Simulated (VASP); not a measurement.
## Pb16Se3S13: single point with PBEsol

Pb16Se3S13:

```
S Se Pb
1.0
    11.87256    0.00000    0.00000
     0.00000   11.87256    0.00000
     0.00000    0.00000   11.87256
S Se Pb
26 6 32
Cartesian
  2.9742 0.0067 11.8714
  2.9723 5.9270 11.8671
  2.9702 5.9344 5.9390
  8.8925 0.0048 0.0010
  8.8887 11.8691 5.9296
  8.8964 5.9387 5.9351
  0.0008 2.9702 0.0038
  11.8585 8.8929 5.9352
  5.9310 2.9648 11.8692
  5.9382 2.9709 5.9331
  5.9340 8.9071 11.8674
  5.9382 8.8996 5.9381
  11.8583 0.0042 2.9628
  11.8681 5.9314 2.9721
  0.0010 5.9346 8.9003
  5.9382 0.0038 2.9625
  5.9383 11.8699 8.9062
  5.9328 5.9317 2.9700
  5.9314 5.9327 8.8988
  2.9711 2.9717 2.9581
  2.9764 2.9744 8.9102
  2.9752 8.8945 8.9028
  8.8972 2.9638 2.9668
  8.8941 2.9674 8.9034
  8.8943 8.9067 2.9751
  8.8934 8.9025 8.8956
  2.9648 11.8718 5.9349
  8.9007 5.9348 11.8714
  11.8681 2.9676 5.9364
  11.8693 8.9054 11.8718
  11.8682 11.8717 8.9044
  2.9657 8.9014 2.9666
  0.0001 0.0424 0.0484
  11.8193 11.8203 5.8839
  0.0519 5.8957 0.0111
  0.0010 5.9748 5.9298
  5.9340 0.0043 0.0091
  5.9730 11.8671 5.9277
  5.8903 5.9366 0.0057
  5.9346 5.9428 5.9327
  2.9781 2.9672 11.8669
  3.0163 3.0139 5.9471
  3.0164 8.9076 11.8216
  2.9751 8.8590 5.9885
  8.8928 2.9211 11.8702
  8.8547 2.9647 5.9426
  8.8531 8.9545 11.8645
  8.8882 8.9033 5.9435
  2.9677 0.0516 2.9224
  3.0140 0.0069 8.9521
  2.9670 5.8895 2.9712
  2.9711 5.9302 8.9067
  8.8985 0.0060 2.9677
  8.8580 0.0026 8.9042
  8.9046 5.9284 3.0143
  8.9019 5.9331 8.8582
  11.8657 2.9753 2.9297
  11.8670 3.0162 8.9518
  11.8180 8.8986 3.0107
  11.8655 8.8547 8.8609
  5.9413 2.9729 2.9661
  5.9379 2.9754 8.9096
  5.9804 8.9038 2.9704
  5.9416 8.8984 8.9004
```

```
Program             : VASP 6.6.1
Task                : single point
Functional          : PBEsol
Potentials or basis : VASP PAW PBE potentials, release 64 (S, Se, Pb_d)
Cutoff              : 520 eV
k mesh              : 1 × 1 × 1, shifted
Occupations         : fermi-dirac, width 0.05 eV
Spin                : no spin polarisation
```

| Quantity | Value |
| --- | --- |
| Pressure | 0.0 GPa |
| Largest force | 0.016 eV/Å |
| Band gap on the k mesh | 1.49 eV |

Forces in eV/Å, atoms in the order of the input:
```
S    0.002  0.001  0.002
S    0.002  0.004  0.005
S    0.002  0.002  0.001
S   -0.002 -0.001  0.002
S   -0.001 -0.003  0.004
S   -0.002 -0.001  0.001
S    0.001 -0.003  0.005
S    0.003 -0.002  0.002
S    0.000 -0.001  0.005
S   -0.001  0.004  0.002
S    0.000  0.003 -0.001
S    0.001 -0.004  0.001
S    0.003 -0.001 -0.001
S    0.001 -0.001  0.002
S    0.002  0.000 -0.002
S    0.002  0.002 -0.001
S   -0.001  0.002  0.002
S    0.002  0.000  0.004
S   -0.001  0.004 -0.001
S   -0.001  0.001  0.007
S   -0.006 -0.001  0.000
S   -0.004  0.004  0.004
S   -0.001  0.002  0.002
S    0.002  0.001  0.002
S    0.004 -0.001 -0.005
S    0.004  0.001  0.005
Se   0.010  0.001  0.004
Se   0.010  0.002  0.003
Se  -0.001  0.002 -0.003
Se   0.001 -0.002 -0.002
Se   0.000  0.001  0.001
Se   0.006  0.012  0.006
Pb   0.002  0.003  0.005
Pb  -0.011 -0.005 -0.010
Pb  -0.008  0.001 -0.006
Pb   0.002  0.006  0.000
Pb  -0.002 -0.003 -0.011
Pb   0.002  0.002  0.003
Pb  -0.008 -0.004  0.002
Pb  -0.004 -0.012  0.005
Pb   0.007  0.000 -0.004
Pb   0.006  0.002  0.000
Pb  -0.002  0.000  0.003
Pb   0.002 -0.001 -0.006
Pb   0.002 -0.001 -0.002
Pb  -0.003 -0.005 -0.002
Pb  -0.004  0.004 -0.001
Pb  -0.003  0.006  0.002
Pb  -0.002 -0.008 -0.003
Pb   0.006  0.002  0.004
Pb  -0.003 -0.005 -0.003
Pb   0.003 -0.002 -0.001
Pb  -0.006 -0.001  0.000
Pb  -0.006  0.001 -0.005
Pb   0.001  0.002  0.002
Pb  -0.001 -0.001 -0.002
Pb  -0.004 -0.003 -0.012
Pb   0.005  0.010  0.003
Pb   0.001 -0.003 -0.001
Pb  -0.004 -0.009 -0.009
Pb  -0.001  0.003 -0.005
Pb  -0.003  0.002  0.001
Pb   0.006 -0.002  0.002
Pb  -0.003 -0.005 -0.004
```

Levels at points of the mesh, in eV from the valence-band top:
```
           k point  band 317  band 318  band 319  band 320  band 321  band 322  band 323  band 324
(0.25, 0.25, 0.25)     -0.10     -0.09     -0.04     -0.01      1.49      1.66      1.68      1.70
```

Run time: 6 min on 1 × NVIDIA H100 80GB with 1 thread of AMD EPYC 7R13 Processor (Zen 3) (shared host), peak memory 2.9 GiB.

Caveat: the PAW data sets were made with another functional, which shifts forces and pressure a little; spin-orbit coupling is left out, which moves the levels of the heavy elements; a shifted mesh leaves out Γ, where band edges can lie. A k mesh can miss the band edges.
